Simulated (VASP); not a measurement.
A run of VASP 6.6.1 is set up as follows.

POSCAR

```
Fe
1.0
   -1.4583870000      1.4583870000      1.4583870000
    1.4583870000     -1.4583870000      1.4583870000
    1.4583870000      1.4583870000     -1.4583870000
Fe
1
Direct
    0.0000000000      0.0000000000      0.0000000000
```

INCAR.step1

```
ALGO = Normal ; EDIFF = 1E-5
ENCUT = 660 ; GGA = PE
GGA_COMPAT = F ; ISMEAR = -1
ISPIN = 2 ; LASPH = T
LCHARG = F ; LMAXMIX = 4
LREAL = F ; LWAVE = T
MAGMOM = 0.2 ; NBANDS = 14
NELM = 200 ; PREC = Accurate
SIGMA = 0.1
```

The input INCAR.step2:

```
ALGO = Normal ; EDIFF = 1E-6
ENCUT = 660 ; GGA_COMPAT = F
ISIF = 2 ; ISMEAR = -1
ISPIN = 2 ; ISTART = 1
LASPH = T ; LCHARG = F
LMAXMIX = 4 ; LMIXTAU = T
LORBIT = 11 ; LREAL = F
LWAVE = F ; MAGMOM = 0.2
METAGGA = R2SCAN ; NBANDS = 14
NELM = 200 ; PREC = Accurate
SIGMA = 0.1
```

KPOINTS

```
k-points
0
Gamma
  9 9 9
```

Potentials or basis: VASP PAW PBE potentials, release 64 (Fe).

Launch:

```bash
$ cat potpaw_PBE.64/Fe/POTCAR > POTCAR
$ cp INCAR.step1 INCAR
$ mpirun -np 1 vasp_std > vasp.out
$ cp INCAR.step2 INCAR
$ mpirun -np 1 vasp_std > vasp.out
```

**Question.** Estimate the band gap on the k mesh.

**Answer.** Zero (filled and empty bands overlap).

**Question.** Predict the pressure.

**Answer.** -36.2 GPa.

Caveat: the PAW data sets were made with another functional, which shifts forces and pressure a little.
